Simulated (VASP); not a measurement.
Wanted: the native input for a VASP 6.6.1 run.

```
Task                               : relaxation of cell and atoms
Functional                         : HSE06
Potentials or basis                : VASP PAW PBE potentials, release 64 (Zn, S)
Cutoff                             : 600 eV
k mesh                             : 5 × 5 × 5
Occupations                        : fermi-dirac, width 0.05 eV
Spin                               : no spin polarisation
Dipole correction                  : no
Grid for exact exchange (PRECFOCK) : Normal
Further INCAR settings             : ALGO = Normal; EDIFF = 1e-06; IBRION = 2; EDIFFG = -0.01; NSW = 60; ISIF = 3
Share of exact exchange            : 0.25
Screening parameter                : 0.2079 1/Å
```

The system is ZnS.

```xyz
2
Lattice="0.0000 2.7020 2.7020 2.7020 0.0000 2.7020 2.7020 2.7020 0.0000" Properties=species:S:1:pos:R:3 pbc="T T T"
Zn    4.0530    4.0530    4.0530
S     0.0000    0.0000    0.0000
```

The input as run:

POSCAR

```
ZnS
1.0
    0.0000000000      2.7020000000      2.7020000000
    2.7020000000      0.0000000000      2.7020000000
    2.7020000000      2.7020000000      0.0000000000
Zn S
1 1
Direct
    0.7500000000      0.7500000000      0.7500000000
    0.0000000000      0.0000000000      0.0000000000
```

INCAR.step1

```
SYSTEM = ZnS
ALGO     = Normal         ! electronic algorithm
EDIFF    = 1E-5           ! SCF threshold, eV
ENCUT    = 600            ! plane-wave cutoff, eV
GGA      = PE             ! functional
ISMEAR   = -1             ! smearing method
LASPH    = .True.         ! aspherical terms in the spheres
LCHARG   = .False.        ! write CHGCAR
LREAL    = .False.        ! projectors in reciprocal space
LWAVE    = .True.         ! write WAVECAR
NBANDS   = 16             ! bands
NELM     = 100            ! most SCF steps
PREC     = Accurate       ! precision mode
SIGMA    = 0.05           ! smearing width, eV
```

INCAR.step2

```
SYSTEM = ZnS
ALGO     = Normal         ! electronic algorithm
EDIFF    = 1E-6           ! SCF threshold, eV
EDIFFG   = -0.01          ! ionic threshold
ENCUT    = 600            ! plane-wave cutoff, eV
GGA      = PE             ! functional
HFSCREEN = 0.2079         ! screening, 1/A
IBRION   = 2              ! ionic algorithm
ISIF     = 3              ! what is computed and relaxed
ISMEAR   = -1             ! smearing method
ISTART   = 1            
LASPH    = .True.         ! aspherical terms in the spheres
LCHARG   = .False.        ! write CHGCAR
LHFCALC  = .True.         ! exact exchange
LREAL    = .False.        ! projectors in reciprocal space
LWAVE    = .False.        ! write WAVECAR
NELM     = 100            ! most SCF steps
NSW      = 60             ! ionic steps
PREC     = Accurate       ! precision mode
PRECFOCK = Normal       
SIGMA    = 0.05           ! smearing width, eV
```

KPOINTS

```
k-points
0
Gamma
  5 5 5
  0 0 0
```

Potentials or basis: VASP PAW PBE potentials, release 64 (Zn, S).

Run with:

```sh
$ cat potpaw_PBE.64/Zn/POTCAR potpaw_PBE.64/S/POTCAR > POTCAR
$ cp INCAR.step1 INCAR
$ mpirun -np 1 vasp_std > vasp.out
$ cp INCAR.step2 INCAR
$ mpirun -np 1 vasp_std > vasp.out
```

It gave:

The relaxed volume is 19.98 Å³/atom. The relaxed cell is a = 3.838 Å, b = 3.838 Å, c = 3.838 Å, α = 60.00°, β = 60.00°, γ = 60.00°. The space group after relaxing (to 0.1 Å) is F-43m (No. 216), the energy gained by relaxing is 0.8 meV/atom and the ionic steps are 3. The pressure after relaxing is 0.0 GPa and the band gap on the k mesh is 3.27 eV.

Caveat: the PAW data sets were made with another functional, which shifts forces and pressure a little.

It took 27 min on 1 thread of AMD EPYC 9R45 96-Core Processor (Zen 5), with other jobs on the host, peak memory 0.26 GiB.
